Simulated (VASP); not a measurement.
# Zr (P6_3/mmc) in VASP: notebook

The runs below take Zr through single point, with PBE, revPBE.

Program: VASP 6.6.1. These are calculated values, not measurements. Logs are shortened: lines on timing, memory, paths and dates and some standing lists are left out, and cuts for length are marked.

### Step 1. The cell of the first run

It takes space group P6_3/mmc (No. 194, hexagonal). The conventional cell has a = 3.232 Å, b = 3.232 Å, c = 5.147 Å, α = 90.00°, β = 90.00°, γ = 120.00°. Zr (site symmetry -6m2) has 12 Zr at 3.18 to 3.23 Å within 4.2 Å.

### Step 2. Single point, PBE

INCAR

```
SYSTEM = Zr
PREC = Accurate ; ENCUT = 520
EDIFF = 1E-6 ; ISMEAR = 0
SIGMA = 0.012 ; LREAL = .False.
LASPH = .True. ; NELM = 60
ALGO = Normal ; ISIF = 2
LWAVE = .False. ; LCHARG = .False.
GGA = PE ; NBANDS = 19
```

KPOINTS

```
Automatic mesh
0
Gamma
  9 9 5
  0 0 0
```

POSCAR

```
Zr
1.0
    3.2320000000      0.0000000000      0.0000000000
   -1.6160000000      2.7989941050      0.0000000000
    0.0000000000      0.0000000000      5.1470000000
Zr
2
Direct
    0.6666666667      0.3333333333      0.7500000000
    0.3333333333      0.6666666667      0.2500000000
```

Potentials or basis: VASP PAW PBE potentials, release 64 (Zr_sv).

Run with:

```bash
$ cat potpaw_PBE.64/Zr_sv/POTCAR > POTCAR
$ mpirun -np 1 vasp_std > vasp.out
```

OUTCAR:

```text
SYSTEM = Zr
   PREC = Accurate
   ENCUT = 520
   EDIFF = 1E-6
   ISMEAR = 0
   LREAL = .False.
   LASPH = .True.
   NELM = 60
   ISIF = 2
   GGA = PE

 ion  position               nearest neighbor table
   1  0.667  0.333  0.750-   2 3.18   2 3.18   2 3.18   2 3.18   2 3.18   2 3.18
   2  0.333  0.667  0.250-   1 3.18   1 3.18   1 3.18   1 3.18   1 3.18   1 3.18

  LATTYP: Found a hexagonal cell.
 ALAT       =     3.2320000000
 C/A-ratio  =     1.5925123762

  Lattice vectors:

 A1 = (   3.2320000000,   0.0000000000,   0.0000000000)
 A2 = (  -1.6160000000,   2.7989941050,   0.0000000000)
 A3 = (   0.0000000000,   0.0000000000,   5.1470000000)

Analysis of symmetry for initial positions (statically):
=====================================================================
 Subroutine PRICEL returns:
 Original cell was already a primitive cell.

 Routine SETGRP: Setting up the symmetry group for a
 hexagonal supercell.

 Subroutine GETGRP returns: Found 24 space group operations
 (whereof 12 operations were pure point group operations)
 out of a pool of 24 trial point group operations.

The static configuration has the point symmetry D_3d.
 The point group associated with its full space group is D_6h.

Analysis of symmetry for dynamics (positions and initial velocities):
=====================================================================
 Subroutine PRICEL returns:
 Original cell was already a primitive cell.

 Routine SETGRP: Setting up the symmetry group for a
 hexagonal supercell.

 Subroutine GETGRP returns: Found 24 space group operations
 (whereof 12 operations were pure point group operations)
 out of a pool of 24 trial point group operations.

The dynamic configuration has the point symmetry D_3d.
 The point group associated with its full space group is D_6h.

 Subroutine INISYM returns: Found 24 space group operations
 (whereof 12 operations are pure point group operations),
 and found     1 'primitive' translations

----------------------------------------------------------------------------------------

                                     Primitive cell

  volume of cell :      46.5616

  direct lattice vectors                    reciprocal lattice vectors
     3.232000000  0.000000000  0.000000000     0.309405941  0.178635603  0.000000000
    -1.616000000  2.798994105  0.000000000     0.000000000  0.357271206  0.000000000
     0.000000000  0.000000000  5.147000000     0.000000000  0.000000000  0.194287935

  length of vectors
     3.232000000  3.232000000  5.147000000     0.357271206  0.357271206  0.194287935

  position of ions in fractional coordinates (direct lattice)
     0.666666667  0.333333333  0.750000000
     0.333333333  0.666666667  0.250000000

  ion indices of the primitive-cell ions
   primitive index   ion index
                 1           1
                 2           2

----------------------------------------------------------------------------------------

 KPOINTS: Automatic mesh

Automatic generation of k-mesh.
 Grid dimensions read from file:
 generate k-points for:    9    9    5

 Generating k-lattice:

  Cartesian coordinates                     Fractional coordinates (reciprocal lattice)
     0.034378438  0.019848400  0.000000000     0.111111111  0.000000000  0.000000000
     0.000000000  0.039696801  0.000000000     0.000000000  0.111111111  0.000000000
     0.000000000  0.000000000  0.038857587     0.000000000  0.000000000  0.200000000

  Length of vectors
     0.039696801  0.039696801  0.038857587

  Shift w.r.t. Gamma in fractional coordinates (k-lattice)
     0.000000000  0.000000000  0.000000000

 Subroutine IBZKPT returns following result:
 ===========================================

 Found     36 irreducible k-points:

 Following reciprocal coordinates:
            Coordinates               Weight
  0.000000  0.000000  0.000000      1.000000
  0.111111  0.000000  0.000000      6.000000
  0.222222  0.000000  0.000000      6.000000
  0.333333  0.000000  0.000000      6.000000
  0.444444  0.000000  0.000000      6.000000
  0.111111  0.111111  0.000000      6.000000
[... 16 lines left out ...]
  0.333333  0.222222  0.200000     24.000000
  0.333333  0.333333  0.200000      4.000000
 [... further k-points ...]
   k-points           NKPTS =     36   k-points in BZ     NKDIM =     36   number of bands    NBANDS=     19
   number of dos      NEDOS =    301   number of ions     NIONS =      2
   total plane-waves  NPLWV =  23040
   dimension x,y,z NGX =    24 NGY =   24 NGZ =   40
   dimension x,y,z NGXF=    48 NGYF=   48 NGZF=   80
   ions per type =               2
   NGX,Y,Z   is equivalent  to a cutoff of  12.34, 12.34, 12.92 a.u.
   NGXF,Y,Z  is equivalent  to a cutoff of  24.69, 24.69, 25.84 a.u.
 SYSTEM =  Zr
   PREC   = accura    normal or accurate (medium, high low for compatibility)
   ISTART =      0    job   : 0-new  1-cont  2-samecut
   ICHARG =      2    charge: 1-file 2-atom 10-const
   ISPIN  =      1    spin polarized calculation?
   LNONCOLLINEAR =      F non collinear calculations
   LSORBIT =      F    spin-orbit coupling
   LASPH  =      T    aspherical Exc in radial PAW
   ENCUT  =  520.0 eV  38.22 Ry    6.18 a.u.   6.01  6.01  9.57*2*pi/ulx,y,z
   NELM   =     60;   NELMIN=  2; NELMDL= -5     # of ELM steps
   EDIFF  = 0.1E-05   stopping-criterion for ELM
   LREAL  =      F    real-space projection
   EDIFFG = 0.1E-04   stopping-criterion for IOM
   NSW    =      0    number of steps for IOM
   IBRION =     -1    ionic relax: 0-MD 1-quasi-New 2-CG
   NFREE  =      0    steps in history (QN), initial steepest desc. (CG)
   ISIF   =      2    stress and relaxation
   ISYM   =      2    0-nonsym 1-usesym 2-fastsym
   POTIM  = 0.5000    time-step for ionic-motion
   TEBEG  =    0.0;   TEEND  =   0.0 temperature during run
   PSTRESS=    0.0 pullay stress
   NELECT =      24.0000    total number of electrons
   NUPDOWN=      -1.0000    fix difference up-down
   EMIN   =  10.00;   EMAX   =-10.00  energy-range for DOS
   EFERMI =   0.00;   METHOD = LEGACY
   ISMEAR =     0;   SIGMA  =   0.01  broadening in eV -4-tet -1-fermi 0-gaus
   EFERMI_NEDOS =   21; number of points for ismear=-14 and -15
   IALGO  =     38    algorithm
   IMIX   =      4    mixing-type and parameters
     AMIX     =   0.40;   BMIX     =  1.00
     AMIX_MAG =   1.60;   BMIX_MAG =  1.00
  volume/ion in A,a.u.               =      23.28       157.11
  Fermi-wavevector in a.u.,A,eV,Ry     =   1.312611  2.480475 23.442130  1.722948
  Thomas-Fermi vector in A             =   2.442991
   LORBIT       =      0    0 simple, 1 ext, 2 COOP (PROOUT), +10 PAW based schemes
   GGA     = PE    functional components
   LHFCALC =     F    Hartree Fock is set to
   AEXX    =    0.0000 exact exchange contribution
   IVDW    =     0    specifies the selected vdW correction
   LEPSILON=     F    determine dielectric tensor
   LRPA    =     F    only Hartree local field effects (RPA)
 non-spin polarized calculation
 Gauss-broadening in eV      SIGMA  =   0.01
  energy-cutoff  :      520.00
  volume of cell :       46.56
 maximum number of plane-waves:      1284
   NGX = 13   NGY = 13   NGZ = 19

 number of electron      24.0000000 magnetization

 Free energy of the ion-electron system (eV)
  ---------------------------------------------------
  ext. energy  EPLUGINS =         0.00000000
  ---------------------------------------------------
  free energy    TOTEN  =       -17.04410563 eV

  energy without entropy =      -17.04372127  energy(sigma->0) =      -17.04391345

 E-fermi :   9.0331     XC(G=0): -11.0828

 val. band max:        9.0302597387   @ k =   0.1111   0.0000   0.4000
 cond. band min:       9.0358837003   @ k =   0.2222   0.2222   0.4000
 fundamental gap:      0.0056239617
 Fermi energy:         9.0331075940

 k-point     1 :       0.0000    0.0000    0.0000
  band No.  band energies     occupation
      1     -39.8510      2.00000
      2     -39.6966      2.00000
      3     -18.3738      2.00000
      4     -17.5038      2.00000
      5     -17.5038      2.00000
      6     -17.3677      2.00000
[... 11 lines left out ...]
     18      11.1268      0.00000
     19      13.4218      0.00000

 k-point     2 :       0.1111    0.0000    0.0000
  band No.  band energies     occupation
      1     -39.8372      2.00000
      2     -39.6910      2.00000
      3     -18.3364      2.00000
      4     -17.5853      2.00000
      5     -17.5304      2.00000
      6     -17.4466      2.00000
[... 11 lines left out ...]
     18      10.8459      0.00000
     19      13.6257      0.00000

 k-point     3 :       0.2222    0.0000    0.0000
  band No.  band energies     occupation
      1     -39.8010      2.00000
      2     -39.6779      2.00000
      3     -18.2335      2.00000
      4     -17.7916      2.00000
      5     -17.6507      2.00000
      6     -17.5943      2.00000
[... 11 lines left out ...]
     18      11.6880      0.00000
     19      13.9629      0.00000

 k-point     4 :       0.3333    0.0000    0.0000
  band No.  band energies     occupation
      1     -39.7558      2.00000
      2     -39.6667      2.00000
      3     -18.0917      2.00000
      4     -18.0248      2.00000
      5     -17.8692      2.00000
      6     -17.6629      2.00000
[... 11 lines left out ...]
     18      12.8888      0.00000
     19      14.1859      0.00000

 k-point     5 :       0.4444    0.0000    0.0000
  band No.  band energies     occupation
      1     -39.7209      2.00000
      2     -39.6644      2.00000
      3     -18.1753      2.00000
      4     -18.0055      2.00000
      5     -17.9648      2.00000
      6     -17.7060      2.00000
[... 11 lines left out ...]
     18      14.2270      0.00000
     19      14.2784      0.00000

 k-point     6 :       0.1111    0.1111    0.0000
  band No.  band energies     occupation
      1     -39.8122      2.00000
      2     -39.6817      2.00000
      3     -18.2662      2.00000
      4     -17.7055      2.00000
      5     -17.6470      2.00000
      6     -17.5269      2.00000
[... 11 lines left out ...]
     18      11.5368      0.00000
     19      13.7951      0.00000

 k-point     7 :       0.2222    0.1111    0.0000
  band No.  band energies     occupation
      1     -39.7712      2.00000
      2     -39.6697      2.00000
      3     -18.1425      2.00000
      4     -17.9074      2.00000
      5     -17.8208      2.00000
      6     -17.6282      2.00000
[... 11 lines left out ...]
     18      12.7564      0.00000
     19      13.9674      0.00000

 k-point     8 :       0.3333    0.1111    0.0000
  band No.  band energies     occupation
      1     -39.7300      2.00000
      2     -39.6641      2.00000
      3     -18.0977      2.00000
      4     -18.0005      2.00000
      5     -17.9510      2.00000
      6     -17.7209      2.00000
[... 256 lines left out ...]
 k-point    20 :       0.3333    0.1111    0.2000
  band No.  band energies     occupation
      1     -39.7237      2.00000
      2     -39.6704      2.00000
      3     -18.1785      2.00000
      4     -18.0361      2.00000
      5     -17.8535      2.00000
      6     -17.7051      2.00000
[... 11 lines left out ...]
     18      13.5936      0.00000
     19      14.4520      0.00000

 k-point    21 :       0.4444    0.1111    0.2000
  band No.  band energies     occupation
      1     -39.7057      2.00000
      2     -39.6697      2.00000
      3     -18.2274      2.00000
      4     -18.0818      2.00000
      5     -17.8439      2.00000
      6     -17.7089      2.00000
[... 11 lines left out ...]
     18      14.0893      0.00000
     19      14.9027      0.00000

 k-point    22 :       0.2222    0.2222    0.2000
  band No.  band energies     occupation
      1     -39.7268      2.00000
      2     -39.6707      2.00000
      3     -18.1171      2.00000
      4     -18.0300      2.00000
      5     -17.8121      2.00000
      6     -17.7592      2.00000
[... 11 lines left out ...]
     18      13.6383      0.00000
     19      14.5423      0.00000

 k-point    23 :       0.3333    0.2222    0.2000
  band No.  band energies     occupation
      1     -39.6986      2.00000
      2     -39.6704      2.00000
      3     -18.1385      2.00000
      4     -18.0500      2.00000
      5     -17.8938      2.00000
      6     -17.7423      2.00000
[... 11 lines left out ...]
     18      14.0440      0.00000
     19      15.4552      0.00000

 k-point    24 :       0.3333    0.3333    0.2000
  band No.  band energies     occupation
      1     -39.6795      2.00000
      2     -39.6795      2.00000
      3     -18.0348      2.00000
      4     -18.0272      2.00000
      5     -18.0272      2.00000
      6     -17.7748      2.00000
[... 11 lines left out ...]
     18      13.3870      0.00000
     19      15.7063      0.00000

 [... further k-points ...]

------------------------ aborting loop because EDIFF is reached ----------------------------------------

  FORCE on cell =-STRESS in cart. coord.  units (eV):
  Direction    XX          YY          ZZ          XY          YZ          ZX
  --------------------------------------------------------------------------------------
  -------------------------------------------------------------------------------------
  Total        0.0696377      0.0696377      0.3974064      0.0000000     -0.0000000      0.0000000
  in kB        2.3962259      2.3962259     13.6747023      0.0000000     -0.0000000      0.0000000
  external PRESSURE =       6.1557181 kB  Pullay stress =       0.0000000 kB

 VOLUME and BASIS-vectors are now :
 -----------------------------------------------------------------------------
  energy-cutoff  :      520.00
  volume of cell :       46.56
      direct lattice vectors                 reciprocal lattice vectors
     3.232000000  0.000000000  0.000000000     0.309405941  0.178635603  0.000000000
    -1.616000000  2.798994105  0.000000000     0.000000000  0.357271206  0.000000000
     0.000000000  0.000000000  5.147000000     0.000000000  0.000000000  0.194287935

 POSITION                                       TOTAL-FORCE (eV/Angst)
 -----------------------------------------------------------------------------------
      1.61600      0.93300      3.86025        -0.000000     -0.000000      0.000000
     -0.00000      1.86600      1.28675         0.000000      0.000000      0.000000
 -----------------------------------------------------------------------------------
    total drift:                               -0.000000      0.000000     -0.000000

  FREE ENERGIE OF THE ION-ELECTRON SYSTEM (eV)
  ---------------------------------------------------
  free  energy   TOTEN  =       -17.0441056304 eV

  energy  without entropy=      -17.0437212695  energy(sigma->0) =      -17.04391345
```

Run time: 8.1 s. Hardware: 1 thread of Intel Xeon 6975P-C (Granite Rapids), shared host; peak memory 0.16 GiB.

Results:

| Item | Value |
| --- | --- |
| Free energy | -17.0441 eV |
| Pressure | 0.6 GPa |
| Band gap on the k mesh | zero (bands 12 and 13 overlap by 1.12 eV) |

Levels at points of the mesh, in eV from the Fermi level:
```csv
k point,band 9,band 10,band 11,band 12,band 13,band 14,band 15,band 16
"(0.00, 0.00, 0.00)",-5.70,-3.07,0.82,0.82,0.97,1.13,1.51,1.51
```

### Step 3. Single point, revPBE

This run uses another cell than the first one, of 23.79 Å³/atom.

INCAR

```
SYSTEM = Zr
  ALGO = Normal
  EDIFF = 1E-6
  ENCUT = 520
  GGA = RE
  ISIF = 2
  ISMEAR = -1
  LASPH = .TRUE.
  LCHARG = .TRUE.
  LELF = .TRUE.
  LREAL = .FALSE.
  LVHAR = .TRUE.
  LWAVE = .FALSE.
  NBANDS = 19
  NELM = 100
  PREC = Accurate
  SIGMA = 0.05
```

KPOINTS

```
k-points
0
G
  9 9 5
  0 0 0
```

POSCAR

```
Zr
1.0
    3.2487406062      0.0000000000      0.0000000000
   -1.6243703031      2.8134918953      0.0000000000
    0.0000000000      0.0000000000      5.2062451408
Zr
2
Direct
    0.6666666667      0.3333333333      0.7500000000
    0.3333333333      0.6666666667      0.2500000000
```

Potentials or basis: VASP PAW PBE potentials, release 64 (Zr_sv).

Run with:

```bash
$ cat potpaw_PBE.64/Zr_sv/POTCAR > POTCAR
$ mpirun -np 1 vasp_std > vasp.out
```

Run time: 8.9 s. Hardware: 1 thread of Intel Xeon 6975P-C (Granite Rapids), shared host; peak memory 0.17 GiB.

The run converged. Its results:

```yaml
Free_energy: -16.3780 eV
Pressure: 0.0 GPa
Band_gap_on_the_k_mesh: zero (bands 12 and 13 overlap by 1.15 eV)
```

Levels at points of the mesh, in eV from the Fermi level:
| k point | band 10 | band 11 | band 12 | band 13 | band 14 | band 15 |
| --- | --- | --- | --- | --- | --- | --- |
| (0.00, 0.00, 0.00) | -2.98 | 0.87 | 0.87 | 0.95 | 1.02 | 1.53 |

Caveat: the PAW data sets were made with another functional, which shifts forces and pressure a little.
